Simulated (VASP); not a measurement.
Crystal: Ge.

```
CELL_PARAMETERS angstrom
0.00000 2.82891 2.94207
2.82891 0.00000 2.94207
2.82891 2.82891 0.00000
ATOMIC_POSITIONS crystal
Ge 0.75000 0.75000 0.75000
Ge 0.50000 0.50000 0.50000
```

Base run:

* Program: VASP 6.6.1
* Functional: PBEsol
* Potentials or basis: VASP PAW PBE potentials, release 64 (Ge_d)
* Cutoff: 520 eV
* k mesh: 8 × 8 × 8
* Occupations: fermi-dirac, width 0.05 eV
* Spin: no spin polarisation

Its results: band gap on the k mesh zero (band 14 reaches 4.59 eV, above the bottom of band 15 at 4.47 eV); pressure -1.9 GPa.

Question: The run is repeated on the same cell with these changes: functional from PBEsol to PBE; k mesh from 8 × 8 × 8 to 7 × 7 × 7. What comes out?

Answer: Band gap on the k mesh zero (band 14 reaches 4.73 eV, above the bottom of band 15 at 4.71 eV); pressure 0.9 GPa.

Several settings changed at once, so the effect can't be laid on one alone.

Caveats: the PAW data sets were made with another functional, which shifts forces and pressure a little (some runs).
